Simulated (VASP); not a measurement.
# GaN in VASP: a series of runs

Runs on GaN. Level: PBE. Tasks: single point.

Everything below comes from runs of VASP 6.6.1. Logs are shortened: lines on timing, memory, paths and dates and some standing lists are left out, and cuts for length are marked.

## 1. The cell of the first run

The structure is orthorhombic, space group Pmc2_1 (No. 26). The conventional cell has a = 3.219 Å, b = 5.575 Å, c = 5.243 Å, α = 90.00°, β = 90.00°, γ = 90.00°. Within 2.6 Å of Ga (site symmetry m) lie 4 N at 1.93 to 2.06 Å. Ga (site symmetry m) has 4 N at 1.92 to 2.03 Å within 2.5 Å. Within 2.6 Å of N (site symmetry m) lie 4 Ga at 1.96 to 2.06 Å. Within 2.5 Å of N (site symmetry m) lie 4 Ga at 1.92 to 2.03 Å.

## 2. Single point, PBE (mode 11 frozen in at -0.032 Å and mode 13 at +0.059 Å (largest displacements))

INCAR

```
PREC = Accurate
ENCUT = 520
EDIFF = 1E-6
ISMEAR = 0
SIGMA = 0.05
LREAL = F
LASPH = T
NELM = 80
ALGO = Normal
ISIF = 2
LWAVE = F
LCHARG = F
GGA = PE
NBANDS = 46
```

KPOINTS

```
regular mesh
0
Gamma
  8 6 6
```

POSCAR

```
GaN
1.0
   -3.2185392732      0.0000000000      0.0000000000
    0.0000000000      0.0000000000     -5.2433778863
    0.0000000001     -5.5746735474      0.0000000000
Ga N
4 4
Direct
    0.5000000000      0.0053003661      0.1720250495
    0.0000000000      0.0009320809      0.6613049546
    0.0000000000      0.5009320809      0.3386950454
    0.5000000000      0.5053003661      0.8279749505
    0.5000000000      0.6119746097      0.1675622053
    0.0000000000      0.6138703929      0.6657500262
    0.0000000000      0.1138703929      0.3342499738
    0.5000000000      0.1119746097      0.8324377947
```

Potentials or basis: VASP PAW PBE potentials, release 64 (Ga_d, N).

Started as:

```sh
$ cat potpaw_PBE.64/Ga_d/POTCAR potpaw_PBE.64/N/POTCAR > POTCAR
$ mpirun -np 1 vasp_std > vasp.out
```

OUTCAR:

```text
PREC = Accurate
   ENCUT = 520
   EDIFF = 1E-6
   ISMEAR = 0
   LREAL = F
   LASPH = T
   NELM = 80
   ISIF = 2
   GGA = PE

 ion  position               nearest neighbor table
   1  0.500  0.005  0.172-   7 1.93   7 1.93   8 1.97   5 2.06
   2  0.000  0.001  0.661-   7 1.92   8 1.96   8 1.96   6 2.03
   3  0.000  0.501  0.339-   6 1.92   5 1.96   5 1.96   7 2.03
   4  0.500  0.505  0.828-   6 1.93   6 1.93   5 1.97   8 2.06
   5  0.500  0.612  0.168-   3 1.96   3 1.96   4 1.97   1 2.06
   6  0.000  0.614  0.666-   3 1.92   4 1.93   4 1.93   2 2.03
   7  0.000  0.114  0.334-   2 1.92   1 1.93   1 1.93   3 2.03
   8  0.500  0.112  0.832-   2 1.96   2 1.96   1 1.97   4 2.06

  LATTYP: Found a simple orthorhombic cell.
 ALAT       =     3.2185392732
 B/A-ratio  =     1.6291172613
 C/A-ratio  =     1.7320508076

  Lattice vectors:

 A1 = (  -3.2185392732,   0.0000000000,   0.0000000000)
 A2 = (   0.0000000000,   0.0000000000,  -5.2433778863)
 A3 = (   0.0000000001,  -5.5746735474,   0.0000000000)

Analysis of symmetry for initial positions (statically):
=====================================================================
 Subroutine PRICEL returns:
 Original cell was already a primitive cell.

 Routine SETGRP: Setting up the symmetry group for a
 simple orthorhombic supercell.

 Subroutine GETGRP returns: Found  4 space group operations
 (whereof  2 operations were pure point group operations)
 out of a pool of  8 trial point group operations.

The static configuration has the point symmetry C_1h.
 The point group associated with its full space group is C_2v.

Analysis of symmetry for dynamics (positions and initial velocities):
=====================================================================
 Subroutine PRICEL returns:
 Original cell was already a primitive cell.

 Routine SETGRP: Setting up the symmetry group for a
 simple orthorhombic supercell.

 Subroutine GETGRP returns: Found  4 space group operations
 (whereof  2 operations were pure point group operations)
 out of a pool of  8 trial point group operations.

The dynamic configuration has the point symmetry C_1h.
 The point group associated with its full space group is C_2v.

 Subroutine INISYM returns: Found  4 space group operations
 (whereof  2 operations are pure point group operations),
 and found     1 'primitive' translations

----------------------------------------------------------------------------------------

                                     Primitive cell

  volume of cell :      94.0783

  direct lattice vectors                    reciprocal lattice vectors
    -3.218539273  0.000000000  0.000000000    -0.310699953 -0.000000000  0.000000000
     0.000000000  0.000000000 -5.243377886     0.000000000  0.000000000 -0.190716752
     0.000000000 -5.574673547  0.000000000     0.000000000 -0.179382701  0.000000000

  length of vectors
     3.218539273  5.243377886  5.574673547     0.310699953  0.190716752  0.179382701

  position of ions in fractional coordinates (direct lattice)
     0.500000000  0.005300366  0.172025050
     0.000000000  0.000932081  0.661304955
     0.000000000  0.500932081  0.338695045
     0.500000000  0.505300366  0.827974951
     0.500000000  0.611974610  0.167562205
     0.000000000  0.613870393  0.665750026
     0.000000000  0.113870393  0.334249974
     0.500000000  0.111974610  0.832437795

  ion indices of the primitive-cell ions
   primitive index   ion index
                 1           1
                 2           2
                 3           3
                 4           4
                 5           5
                 6           6
                 7           7
                 8           8

----------------------------------------------------------------------------------------

 KPOINTS: regular mesh

Automatic generation of k-mesh.
 Grid dimensions read from file:
 generate k-points for:    8    6    6

 Generating k-lattice:

  Cartesian coordinates                     Fractional coordinates (reciprocal lattice)
    -0.038837494 -0.000000000  0.000000000     0.125000000  0.000000000  0.000000000
     0.000000000  0.000000000 -0.031786125     0.000000000  0.166666667  0.000000000
     0.000000000 -0.029897117  0.000000000     0.000000000  0.000000000  0.166666667

  Length of vectors
     0.038837494  0.031786125  0.029897117

  Shift w.r.t. Gamma in fractional coordinates (k-lattice)
     0.000000000  0.000000000  0.000000000

 Subroutine IBZKPT returns following result:
 ===========================================

 Found     80 irreducible k-points:

 Following reciprocal coordinates:
            Coordinates               Weight
  0.000000  0.000000  0.000000      1.000000
  0.125000  0.000000  0.000000      2.000000
  0.250000  0.000000  0.000000      2.000000
  0.375000  0.000000 -0.000000      2.000000
  0.500000  0.000000  0.000000      1.000000
  0.000000  0.166667  0.000000      2.000000
[... 16 lines left out ...]
  0.250000  0.000000  0.166667      4.000000
  0.375000  0.000000  0.166667      4.000000
 [... further k-points ...]
   k-points           NKPTS =     80   k-points in BZ     NKDIM =     80   number of bands    NBANDS=     46
   number of dos      NEDOS =    301   number of ions     NIONS =      8
   total plane-waves  NPLWV =  40320
   dimension x,y,z NGX =    24 NGY =   40 NGZ =   42
   dimension x,y,z NGXF=    48 NGYF=   80 NGZF=   84
   ions per type =               4   4
   NGX,Y,Z   is equivalent  to a cutoff of  12.40, 12.68, 12.53 a.u.
   NGXF,Y,Z  is equivalent  to a cutoff of  24.79, 25.36, 25.05 a.u.
 SYSTEM =  unknown system
   PREC   = accura    normal or accurate (medium, high low for compatibility)
   ISTART =      0    job   : 0-new  1-cont  2-samecut
   ICHARG =      2    charge: 1-file 2-atom 10-const
   ISPIN  =      1    spin polarized calculation?
   LNONCOLLINEAR =      F non collinear calculations
   LSORBIT =      F    spin-orbit coupling
   LASPH  =      T    aspherical Exc in radial PAW
   ENCUT  =  520.0 eV  38.22 Ry    6.18 a.u.   5.98  9.75 10.37*2*pi/ulx,y,z
   NELM   =     80;   NELMIN=  2; NELMDL= -5     # of ELM steps
   EDIFF  = 0.1E-05   stopping-criterion for ELM
   LREAL  =      F    real-space projection
   EDIFFG = 0.1E-04   stopping-criterion for IOM
   NSW    =      0    number of steps for IOM
   IBRION =     -1    ionic relax: 0-MD 1-quasi-New 2-CG
   NFREE  =      0    steps in history (QN), initial steepest desc. (CG)
   ISIF   =      2    stress and relaxation
   ISYM   =      2    0-nonsym 1-usesym 2-fastsym
   POTIM  = 0.5000    time-step for ionic-motion
   TEBEG  =    0.0;   TEEND  =   0.0 temperature during run
   PSTRESS=    0.0 pullay stress
   NELECT =      72.0000    total number of electrons
   NUPDOWN=      -1.0000    fix difference up-down
   EMIN   =  10.00;   EMAX   =-10.00  energy-range for DOS
   EFERMI =   0.00;   METHOD = LEGACY
   ISMEAR =     0;   SIGMA  =   0.05  broadening in eV -4-tet -1-fermi 0-gaus
   EFERMI_NEDOS =   21; number of points for ismear=-14 and -15
   IALGO  =     38    algorithm
   IMIX   =      4    mixing-type and parameters
     AMIX     =   0.40;   BMIX     =  1.00
     AMIX_MAG =   1.60;   BMIX_MAG =  1.00
  volume/ion in A,a.u.               =      11.76        79.36
  Fermi-wavevector in a.u.,A,eV,Ry     =   1.497462  2.829793 30.509608  2.242393
  Thomas-Fermi vector in A             =   2.609347
   LORBIT       =      0    0 simple, 1 ext, 2 COOP (PROOUT), +10 PAW based schemes
   GGA     = PE    functional components
   LHFCALC =     F    Hartree Fock is set to
   AEXX    =    0.0000 exact exchange contribution
   IVDW    =     0    specifies the selected vdW correction
   LEPSILON=     F    determine dielectric tensor
   LRPA    =     F    only Hartree local field effects (RPA)
 non-spin polarized calculation
 Gauss-broadening in eV      SIGMA  =   0.05
  energy-cutoff  :      520.00
  volume of cell :       94.08
 maximum number of plane-waves:      2568
 NGX is ok and might be reduce to    24
   NGX = 11   NGY = 19   NGZ = 21

 number of electron      72.0000028 magnetization

 Free energy of the ion-electron system (eV)
  ---------------------------------------------------
  ext. energy  EPLUGINS =         0.00000000
  ---------------------------------------------------
  free energy    TOTEN  =       -48.51227826 eV

  energy without entropy =      -48.51227826  energy(sigma->0) =      -48.51227826

 E-fermi :   5.3505     XC(G=0): -11.5120

 val. band max:        5.1155472272   @ k =   0.0000   0.0000   0.0000
 cond. band min:       6.7356888443   @ k =   0.0000   0.0000   0.0000
 fundamental gap:      1.6201416171
 Fermi energy:         5.3504902818

 k-point     1 :       0.0000    0.0000    0.0000
  band No.  band energies     occupation
      1     -10.7914      2.00000
      2     -10.1196      2.00000
      3      -9.7689      2.00000
      4      -9.7427      2.00000
      5      -8.4266      2.00000
      6      -8.4259      2.00000
[... 38 lines left out ...]
     45      14.7301      0.00000
     46      14.9466      0.00000

 k-point     2 :       0.1250    0.0000    0.0000
  band No.  band energies     occupation
      1     -10.6868      2.00000
      2     -10.0873      2.00000
      3      -9.7425      2.00000
      4      -9.7379      2.00000
      5      -8.4206      2.00000
      6      -8.4087      2.00000
[... 38 lines left out ...]
     45      14.8464      0.00000
     46      14.8632      0.00000

 k-point     3 :       0.2500    0.0000    0.0000
  band No.  band energies     occupation
      1     -10.4316      2.00000
      2     -10.0173      2.00000
      3      -9.7294      2.00000
      4      -9.6877      2.00000
      5      -8.4026      2.00000
      6      -8.3833      2.00000
[... 1018 lines left out ...]
     45      14.2653      0.00000
     46      14.8514      0.00000

 k-point    24 :       0.3750    0.0000    0.1667
  band No.  band energies     occupation
      1     -10.1762      2.00000
      2      -9.9605      2.00000
      3      -9.7325      2.00000
      4      -9.6436      2.00000
      5      -8.3973      2.00000
      6      -8.3628      2.00000
[... 38 lines left out ...]
     45      14.3802      0.00000
     46      14.5362      0.00000

 [... further k-points ...]
[... 5 lines left out ...]
  --------------------------------------------------------------------------------------
  -------------------------------------------------------------------------------------
  Total        1.3552489      1.3818777     -1.6772104     -0.0000000      0.0000000      0.0000000
  in kB       23.0802350     23.5337304    -28.5633222     -0.0000000      0.0000000      0.0000000
  external PRESSURE =       6.0168811 kB  Pullay stress =       0.0000000 kB

 VOLUME and BASIS-vectors are now :
 -----------------------------------------------------------------------------
  energy-cutoff  :      520.00
  volume of cell :       94.08
      direct lattice vectors                 reciprocal lattice vectors
    -3.218539273  0.000000000  0.000000000    -0.310699953 -0.000000000  0.000000000
     0.000000000  0.000000000 -5.243377886     0.000000000  0.000000000 -0.190716752
     0.000000000 -5.574673547  0.000000000     0.000000000 -0.179382701  0.000000000

 POSITION                                       TOTAL-FORCE (eV/Angst)
 -----------------------------------------------------------------------------------
     -1.60927     -0.95898     -0.02779        -0.000000      0.736733      0.836050
      0.00000     -3.68656     -0.00489         0.000000     -0.772210      0.416178
      0.00000     -1.88811     -2.62658        -0.000000      0.772210      0.416178
     -1.60927     -4.61569     -2.64948         0.000000     -0.736733      0.836050
     -1.60927     -0.93410     -3.20881        -0.000000      0.019701     -0.592477
      0.00000     -3.71134     -3.21875         0.000000     -0.066232     -0.659751
      0.00000     -1.86333     -0.59707        -0.000000      0.066232     -0.659751
     -1.60927     -4.64057     -0.58713         0.000000     -0.019701     -0.592477
 -----------------------------------------------------------------------------------
    total drift:                               -0.000000     -0.000021     -0.001587

  FREE ENERGIE OF THE ION-ELECTRON SYSTEM (eV)
  ---------------------------------------------------
  free  energy   TOTEN  =       -48.5122782620 eV

  energy  without entropy=      -48.5122782620  energy(sigma->0) =      -48.51227826
```

Run time: 8.1 min. Hardware: 1 thread of Oxide Virtual Turin-like, shared host; peak memory 0.33 GiB.

Results:

| Quantity | Value |
| --- | --- |
| Free energy | -48.5123 eV |
| Pressure | 0.6 GPa |
| Largest force | 1.114 eV/Å |
| Band gap on the k mesh | 1.62 eV |

Forces in eV/Å, atoms in the order of the input:
```
Ga   0.000  0.737  0.836
Ga   0.000 -0.772  0.416
Ga   0.000  0.772  0.416
Ga   0.000 -0.737  0.836
N    0.000  0.020 -0.592
N    0.000 -0.066 -0.660
N    0.000  0.066 -0.660
N    0.000 -0.020 -0.592
```

Stress tensor (GPa, compression positive):
```
 2.31  0.00  0.00
 0.00  2.35  0.00
 0.00  0.00 -2.86
```

Caveat: the cell differs from its parent crystal (mode 11 frozen in at -0.032 Å and mode 13 at +0.059 Å (largest displacements)); forces of over 1 eV/Å act on the atoms, so gaps and moduli don't describe the material at rest.

[end of part 1 of 2]
